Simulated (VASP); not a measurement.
**BAs: single point with PBE**

BAs:

```xyz
2
Lattice="0.0000 2.3919 2.3919 2.3919 0.0000 2.3919 2.3919 2.3919 0.0000" Properties=species:S:1:pos:R:3 pbc="T T T"
B     0.0000    0.0000    0.0000
As    1.1959    1.1959    1.1959
```

```yaml
Program: VASP 6.6.1
Task: single point
Functional: PBE
Potentials_or_basis: VASP PAW PBE potentials, release 64 (B, As)
Cutoff: 520 eV
k_mesh: 8 × 8 × 8
Occupations: gaussian, width 0.01 eV
Spin: no spin polarisation
```

```yaml
Pressure: 2.8 GPa
Band_gap_on_the_k_mesh: 1.19 eV, indirect (least direct gap 3.27 eV)
```

Levels at points of the mesh, in eV from the valence-band top:
```csv
k point,band 1,band 2,band 3,band 4,band 5,band 6,band 7,band 8
"(0.00, 0.00, 0.00)",-15.36,0.00,0.00,0.00,3.27,3.27,3.27,4.63
"(0.50, 0.00, 0.00)",-12.51,-8.76,-1.81,-1.81,2.67,4.78,4.78,8.86
"(0.50, 0.50, 0.00)",-11.20,-8.51,-4.06,-4.06,1.43,1.45,11.33,11.33
```

Wall time 13 s on 1 thread of Intel(R) Xeon(R) 6975P-C (Granite Rapids), with other jobs on the host, peak memory 0.15 GiB.

A k mesh can miss the band edges.
